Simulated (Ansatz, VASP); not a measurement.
# One calculation of Ga3Sb, two programs

```
Ga Sb
1.0
    -2.08328    2.08328    4.87966
     2.08328   -2.08328    4.87966
     2.08328    2.08328   -4.87966
Ga Sb
3 1
Cartesian
  0.0000 2.0833 2.4398
  2.0833 0.0000 2.4398
  0.0000 0.0000 4.8797
  0.0000 0.0000 0.0000
```

Alike in both runs: task single point; functional PBEsol; dispersion D3(BJ); k mesh 14 × 14 × 14; occupations gaussian, width 0.15 eV; no spin polarisation.

|  | VASP | Ansatz |
| --- | --- | --- |
| version | VASP 6.6.1 | Ansatz 0.2.0 |
| potentials or method | VASP PAW PBE potentials, release 64 (Ga_d, Sb), cutoff 520 eV | scalar-relativistic, plane waves, PAW |
| valence electrons in the cell | 44 | 54 |

```csv
,VASP,Ansatz,Ansatz less VASP
gap on the k mesh at the Fermi level (eV),none,none,-
pressure (GPa),-4.1,-4.1,+0.02
"traceless stress, the component that is largest in VASP (GPa)",-0.06,-0.04,+0.017
```

VASP's potentials were made for PBE, not for PBEsol, and Ansatz warns of the same on its side. A gap of «none» marks a metal or a gap that the smearing closes. VASP's potentials hold 44 valence electrons a cell and Ansatz's 54, so a difference there can come from the potentials and not from the codes.

Neither program's run includes spin-orbit coupling.
